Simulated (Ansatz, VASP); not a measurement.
**Ti in VASP and in Ansatz**

The input INCAR:

```
SYSTEM = Ti
PREC = Accurate ; ENCUT = 520
EDIFF = 1E-6 ; ISMEAR = -1
SIGMA = 0.05 ; LREAL = .FALSE.
LASPH = .TRUE. ; NELM = 80
ALGO = Normal ; ISIF = 2
LWAVE = .FALSE. ; LCHARG = .TRUE.
GGA = PE ; LELF = .TRUE.
LVHAR = .TRUE. ; NBANDS = 19
```

KPOINTS

```
Automatic mesh
0
G
  9 9 5
  0 0 0
```

The input POSCAR:

```
Ti
1.0
    2.8999903389      0.0000000000      0.0000000000
   -1.4499951694      2.5114604468      0.0000000000
    0.0000000000      0.0000000000      4.6006626393
Ti
2
Direct
    0.3333333333      0.6666666667      0.2500000000
    0.6666666667      0.3333333333      0.7500000000
```

Input for Ansatz:

```yaml
crystal:
  lattice:
    - [2.8999903388500976, 0.0, 0.0]
    - [-1.4499951694250488, 2.511460446774259, 0.0]
    - [0.0, 0.0, 4.600662639260493]
  atoms:
    - { symbol: Ti, position: [0.3333333333333333, 0.6666666666666666, 0.25] }
    - { symbol: Ti, position: [0.6666666666666666, 0.3333333333333333, 0.75] }
basis:
  ecutwfc: 450.0
kpoints:
  mp_grid:
    grid: [9, 9, 5]
hamiltonian:
  xc: pbe
  pseudopotentials:
    kind: paw
scf:
  occupations:
    method: fermi_dirac
    width: 0.05
output:
  stress: true
```

Alike in both runs: task single point; functional PBE; k mesh 9 × 9 × 5; occupations fermi-dirac, width 0.05 eV; no spin polarisation.

|  | VASP | Ansatz |
| --- | --- | --- |
| version | VASP 6.6.1 | Ansatz 0.2.0 |
| potentials or method | VASP PAW PBE potentials, release 64 (Ti_sv), cutoff 520 eV | plane waves, PAW |
| valence electrons in the cell | 24 | 24 |

VASP gave:

* pressure (GPa): 4.1
* traceless stress, the component that is largest in VASP (GPa): -0.23

Problem. Which values does Ansatz return?

Solution. Pressure (GPa): 4.4; traceless stress, the component that is largest in VASP (GPa): -0.24.

Ansatz's warnings: structure snapped to symmetry.
